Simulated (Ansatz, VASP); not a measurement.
One calculation of MgS, two programs

```
Mg S
1.0
     0.00000    2.63589    2.63589
     2.63589    0.00000    2.63589
     2.63589    2.63589    0.00000
Mg S
1 1
Direct
  0.00000 0.00000 0.00000
  0.50000 0.50000 0.50000
```

Change from the starting cell: volume scaled by 1.04.

Alike in both runs: task single point; functional PBE; k mesh 8 × 8 × 8; occupations fermi-dirac, width 0.01 eV; no spin polarisation.

|  | VASP | Ansatz |
| --- | --- | --- |
| version | VASP 6.6.1 | Ansatz 0.2.0 |
| potentials or method | VASP PAW PBE potentials, release 64 (Mg, S), cutoff 520 eV | all-electron LAPW, scalar-relativistic |

|  | VASP | Ansatz | Ansatz less VASP |
| --- | --- | --- | --- |
| gap on the k mesh at the Fermi level (eV) | 2.69 | 2.70 | +0.013 |
| pressure (GPa) | -2.0 | -1.7 | +0.28 |

Ansatz ran all-electron here, and VASP with PAW potentials.
